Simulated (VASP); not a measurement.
# Ti3H in VASP: single point with PBE

Aim: the single point of Ti3H with PBE.

Program: VASP 6.6.1. These are calculated values, not measurements. Logs are shortened: lines on timing, memory, paths and dates and some standing lists are left out, and cuts for length are marked.

## (1) The cell of the first run

The cell holds a slab with vacuum, 4 atoms: a = 2.908 Å, b = 2.908 Å, c = 19.994 Å, α = 90.00°, β = 90.00°, γ = 120.00°.

## (2) Single point, PBE

INCAR reads:

```
SYSTEM = Ti3H
ALGO = Normal
DIPOL = 0.5 0.5 0.360
EDIFF = 1E-6
ENCUT = 400
GGA = PE
GGA_COMPAT = .FALSE.
IDIPOL = 3
ISIF = 2
ISMEAR = 1
ISYM = 0
LASPH = .TRUE.
LCHARG = .FALSE.
LDIPOL = .TRUE.
LREAL = .FALSE.
LWAVE = .FALSE.
NBANDS = 26
NELM = 120
NELMDL = -8
PREC = Accurate
SIGMA = 0.1
```

KPOINTS reads:

```
Automatic mesh
0
Gamma
  11 11 1
  0.5 0.5 0
```

POSCAR reads:

```
Ti3H
1.0
    2.9075446931      0.0000000000      0.0000000000
   -1.4537723466      2.5180075669      0.0000000000
    0.0000000000      0.0000000000     19.9935258482
Ti H
3 1
Direct
    0.6666666667      0.3333333334      0.2000647625
    0.3333333333      0.6666666667      0.3124429306
    0.0000000000      0.0000000000      0.4248138079
    0.3333333333      0.1666666666      0.5011052856
```

Potentials or basis: VASP PAW PBE potentials, release 64 (Ti_sv, H).

On the command line:

```console
$ cat potpaw_PBE.64/Ti_sv/POTCAR potpaw_PBE.64/H/POTCAR > POTCAR
$ mpirun -np 1 vasp_std > vasp.out
```

OUTCAR:

```text
SYSTEM = Ti3H
   EDIFF = 1E-6
   ENCUT = 400
   GGA = PE
   ISIF = 2
   ISMEAR = 1
   ISYM = 0
   LASPH = .TRUE.
   LREAL = .FALSE.
   NELM = 120
   NELMDL = -8
   PREC = Accurate

 ion  position               nearest neighbor table
   1  0.667  0.333  0.200-   2 2.80   2 2.80   2 2.80
   2  0.333  0.667  0.312-   3 2.80   3 2.80   3 2.80   1 2.80   1 2.80   1 2.80
   3  0.000  0.000  0.425-   4 1.74   2 2.80   2 2.80   2 2.80
   4  0.333  0.167  0.501-   3 1.74

IMPORTANT INFORMATION: All symmetrisations will be switched off!
NOSYMM: (Re-)initialisation of all symmetry stuff for point group C_1.

----------------------------------------------------------------------------------------

                                     Primitive cell

  volume of cell :     146.3770

  direct lattice vectors                    reciprocal lattice vectors
     2.907544693  0.000000000  0.000000000     0.343932804  0.198569697  0.000000000
    -1.453772347  2.518007567  0.000000000     0.000000000  0.397139394  0.000000000
     0.000000000  0.000000000 19.993525848     0.000000000  0.000000000  0.050016191

  length of vectors
     2.907544693  2.907544693 19.993525848     0.397139394  0.397139394  0.050016191

  position of ions in fractional coordinates (direct lattice)
     0.666666667  0.333333333  0.200064762
     0.333333333  0.666666667  0.312442931
     0.000000000  0.000000000  0.424813808
     0.333333333  0.166666667  0.501105286

  ion indices of the primitive-cell ions
   primitive index   ion index
                 1           1
                 2           2
                 3           3
                 4           4

----------------------------------------------------------------------------------------

 KPOINTS: Automatic mesh

Automatic generation of k-mesh.
 Grid dimensions read from file:
 generate k-points for:   11   11    1

 Generating k-lattice:

  Cartesian coordinates                     Fractional coordinates (reciprocal lattice)
     0.031266619  0.018051791  0.000000000     0.090909091 -0.000000000  0.000000000
     0.000000000  0.036103581  0.000000000     0.000000000  0.090909091  0.000000000
     0.000000000  0.000000000  0.050016191     0.000000000  0.000000000  1.000000000

  Length of vectors
     0.036103581  0.036103581  0.050016191

  Shift w.r.t. Gamma in fractional coordinates (k-lattice)
     0.500000000  0.500000000  0.000000000

 Subroutine IBZKPT returns following result:
 ===========================================

 Found    183 irreducible k-points:

 Following reciprocal coordinates:
            Coordinates               Weight
  0.045455  0.045455  0.000000      2.000000
 -0.045455  0.090909  0.000000      2.000000
 -0.090909  0.045455  0.000000      2.000000
  0.136364  0.045455  0.000000      2.000000
 -0.045455  0.181818  0.000000      2.000000
 -0.181818  0.136364  0.000000      2.000000
[... 16 lines left out ...]
 -0.045455  0.454545  0.000000      2.000000
 -0.454545  0.409091  0.000000      2.000000
 [... further k-points ...]
   k-points           NKPTS =    183   k-points in BZ     NKDIM =    183   number of bands    NBANDS=     26
   number of dos      NEDOS =    301   number of ions     NIONS =      4
   total plane-waves  NPLWV =  56000
   dimension x,y,z NGX =    20 NGY =   20 NGZ =  140
   dimension x,y,z NGXF=    40 NGYF=   40 NGZF=  280
   ions per type =               3   1
   NGX,Y,Z   is equivalent  to a cutoff of  11.44, 11.44, 11.64 a.u.
   NGXF,Y,Z  is equivalent  to a cutoff of  22.87, 22.87, 23.28 a.u.
 SYSTEM =  Ti3H
   PREC   = accura    normal or accurate (medium, high low for compatibility)
   ISTART =      0    job   : 0-new  1-cont  2-samecut
   ICHARG =      2    charge: 1-file 2-atom 10-const
   ISPIN  =      1    spin polarized calculation?
   LNONCOLLINEAR =      F non collinear calculations
   LSORBIT =      F    spin-orbit coupling
   LASPH  =      T    aspherical Exc in radial PAW
   ENCUT  =  400.0 eV  29.40 Ry    5.42 a.u.   4.74  4.74 32.60*2*pi/ulx,y,z
   NELM   =    120;   NELMIN=  2; NELMDL= -8     # of ELM steps
   EDIFF  = 0.1E-05   stopping-criterion for ELM
   LREAL  =      F    real-space projection
   EDIFFG = 0.1E-04   stopping-criterion for IOM
   NSW    =      0    number of steps for IOM
   IBRION =     -1    ionic relax: 0-MD 1-quasi-New 2-CG
   NFREE  =      0    steps in history (QN), initial steepest desc. (CG)
   ISIF   =      2    stress and relaxation
   ISYM   =      0    0-nonsym 1-usesym 2-fastsym
   POTIM  = 0.5000    time-step for ionic-motion
   TEBEG  =    0.0;   TEEND  =   0.0 temperature during run
   PSTRESS=    0.0 pullay stress
   NELECT =      37.0000    total number of electrons
   NUPDOWN=      -1.0000    fix difference up-down
   EMIN   =  10.00;   EMAX   =-10.00  energy-range for DOS
   EFERMI =   0.00;   METHOD = LEGACY
   ISMEAR =     1;   SIGMA  =   0.10  broadening in eV -4-tet -1-fermi 0-gaus
   EFERMI_NEDOS =   21; number of points for ismear=-14 and -15
   IALGO  =     38    algorithm
   IMIX   =      4    mixing-type and parameters
     AMIX     =   0.40;   BMIX     =  1.00
     AMIX_MAG =   1.60;   BMIX_MAG =  1.00
  volume/ion in A,a.u.               =      36.59       246.95
  Fermi-wavevector in a.u.,A,eV,Ry     =   1.035105  1.956065 14.577862  1.071443
  Thomas-Fermi vector in A             =   2.169432
   LORBIT       =      0    0 simple, 1 ext, 2 COOP (PROOUT), +10 PAW based schemes
   GGA     = PE    functional components
   LHFCALC =     F    Hartree Fock is set to
   AEXX    =    0.0000 exact exchange contribution
   IVDW    =     0    specifies the selected vdW correction
   LEPSILON=     F    determine dielectric tensor
   LRPA    =     F    only Hartree local field effects (RPA)
 non-spin polarized calculation
 Methfessel and Paxton  Order N= 1 SIGMA  =   0.10
  energy-cutoff  :      400.00
  volume of cell :      146.38
 maximum number of plane-waves:      2682
   NGX =  9   NGY =  9   NGZ = 65

 dipolmoment           0.000000      0.000000     -0.163185 electrons x Angstroem

 number of electron      36.9999997 magnetization

 dipolmoment           0.000000      0.000000      0.042809 electrons x Angstroem

 Free energy of the ion-electron system (eV)
  ---------------------------------------------------
  ext. energy  EPLUGINS =         0.00000000
  ---------------------------------------------------
  free energy    TOTEN  =       -25.16814875 eV

  energy without entropy =      -25.16775628  energy(sigma->0) =      -25.16801793

 E-fermi :  -0.1576     XC(G=0):  -5.1906

 val. band max:       -0.1619729257   @ k =   0.4091  -0.0909   0.0000
 cond. band min:      -0.1564856844   @ k =   0.1818  -0.3182   0.0000
 fundamental gap:      0.0054872413
 Fermi energy:        -0.1575996713

 k-point     1 :       0.0455    0.0455    0.0000
  band No.  band energies     occupation
      1     -57.0223      2.00000
      2     -56.9682      2.00000
      3     -56.6955      2.00000
      4     -33.4842      2.00000
      5     -33.2931      2.00000
      6     -33.0446      2.00000
[... 18 lines left out ...]
     25       0.9283     -0.00000
     26       2.0406      0.00000

 k-point     2 :      -0.0455    0.0909    0.0000
  band No.  band energies     occupation
      1     -57.0223      2.00000
      2     -56.9682      2.00000
      3     -56.6955      2.00000
      4     -33.4840      2.00000
      5     -33.2933      2.00000
      6     -33.0619      2.00000
[... 18 lines left out ...]
     25       0.9262     -0.00000
     26       1.9929      0.00000

 k-point     3 :      -0.0909    0.0455    0.0000
  band No.  band energies     occupation
      1     -57.0223      2.00000
      2     -56.9682      2.00000
      3     -56.6955      2.00000
      4     -33.4842      2.00000
      5     -33.2931      2.00000
      6     -33.0446      2.00000
[... 18 lines left out ...]
     25       0.9283     -0.00000
     26       2.0406      0.00000

 k-point     4 :       0.1364    0.0455    0.0000
  band No.  band energies     occupation
      1     -57.0062      2.00000
      2     -56.9522      2.00000
      3     -56.6829      2.00000
      4     -33.4538      2.00000
      5     -33.2919      2.00000
      6     -33.0889      2.00000
[... 18 lines left out ...]
     25       1.3190     -0.00000
     26       1.7728     -0.00000

 k-point     5 :      -0.0455    0.1818    0.0000
  band No.  band energies     occupation
      1     -57.0062      2.00000
      2     -56.9522      2.00000
      3     -56.6829      2.00000
      4     -33.4524      2.00000
      5     -33.2937      2.00000
      6     -33.1524      2.00000
[... 18 lines left out ...]
     25       1.3139     -0.00000
     26       1.6933     -0.00000

 k-point     6 :      -0.1818    0.1364    0.0000
  band No.  band energies     occupation
      1     -57.0062      2.00000
      2     -56.9522      2.00000
      3     -56.6829      2.00000
      4     -33.4529      2.00000
      5     -33.2935      2.00000
      6     -33.1313      2.00000
[... 427 lines left out ...]
 k-point    21 :       0.3636   -0.0455    0.0000
  band No.  band energies     occupation
      1     -56.9593      2.00000
      2     -56.9054      2.00000
      3     -56.6462      2.00000
      4     -33.4346      2.00000
      5     -33.3553      2.00000
      6     -33.3064      2.00000
[... 18 lines left out ...]
     25       2.1950      0.00000
     26       2.5205      0.00000

 k-point    22 :       0.4091    0.0455    0.0000
  band No.  band energies     occupation
      1     -56.9434      2.00000
      2     -56.8892      2.00000
      3     -56.6338      2.00000
      4     -33.4937      2.00000
      5     -33.4297      2.00000
      6     -33.3674      2.00000
[... 18 lines left out ...]
     25       2.8747      0.00000
     26       3.0379      0.00000

 k-point    23 :      -0.0455    0.4545    0.0000
  band No.  band energies     occupation
      1     -56.9432      2.00000
      2     -56.8892      2.00000
      3     -56.6338      2.00000
      4     -33.5301      2.00000
      5     -33.4412      2.00000
      6     -33.3873      2.00000
[... 18 lines left out ...]
     25       2.7944      0.00000
     26       3.0118      0.00000

 k-point    24 :      -0.4545    0.4091    0.0000
  band No.  band energies     occupation
      1     -56.9432      2.00000
      2     -56.8892      2.00000
      3     -56.6338      2.00000
      4     -33.5277      2.00000
      5     -33.4407      2.00000
      6     -33.3861      2.00000
[... 18 lines left out ...]
     25       2.7696      0.00000
     26       3.0235      0.00000

 [... further k-points ...]

------------------------ aborting loop because EDIFF is reached ----------------------------------------

 vacuum level on the upper side and lower side of the slab       (xc-potential included)         0.306        -0.776

  FORCE on cell =-STRESS in cart. coord.  units (eV):
  Direction    XX          YY          ZZ          XY          YZ          ZX
  --------------------------------------------------------------------------------------
  -------------------------------------------------------------------------------------
  Total       -0.2237797     -0.6494474      0.1674488      0.3686120      0.9849987      1.7060681
  in kB       -2.4493934     -7.1085620      1.8328200      4.0346631     10.7813573     18.6738610
  external PRESSURE =      -2.5750451 kB  Pullay stress =       0.0000000 kB

 VOLUME and BASIS-vectors are now :
 -----------------------------------------------------------------------------
  energy-cutoff  :      400.00
  volume of cell :      146.38
      direct lattice vectors                 reciprocal lattice vectors
     2.907544693  0.000000000  0.000000000     0.343932804  0.198569697  0.000000000
    -1.453772347  2.518007567  0.000000000     0.000000000  0.397139394  0.000000000
     0.000000000  0.000000000 19.993525848     0.000000000  0.000000000  0.050016191

 POSITION                                       TOTAL-FORCE (eV/Angst)
 -----------------------------------------------------------------------------------
      1.45377      0.83934      4.00000         0.002098      0.001210      0.092980
     -0.00000      1.67867      6.24684         0.028906      0.016691     -0.420651
      0.00000      0.00000      8.49353        -1.196387     -0.690734      0.339748
      0.72689      0.41967     10.01886         1.165383      0.672833     -0.012077
 -----------------------------------------------------------------------------------
    total drift:                                0.000035      0.000022     -0.000226

  FREE ENERGIE OF THE ION-ELECTRON SYSTEM (eV)
  ---------------------------------------------------
  free  energy   TOTEN  =       -25.1681487497 eV

  energy  without entropy=      -25.1677562796  energy(sigma->0) =      -25.16801793

 vacuum level on the upper side and lower side of the slab         5.287         4.169
```

It took 15 min on 1 thread of Intel Xeon Platinum 8559C (Emerald Rapids), shared host; peak memory 0.48 GiB.

What came out:

| Item | Value |
| --- | --- |
| Free energy | -25.1681 eV |
| Largest force | 1.423 eV/Å |
| Band gap on the k mesh | zero (an odd number of electrons rules out a gap without spin polarisation) |

Forces on the atoms (eV/Å):
```
Ti   0.002  0.001  0.093
Ti   0.029  0.017 -0.421
Ti  -1.196 -0.691  0.340
H    1.165  0.673 -0.012
```
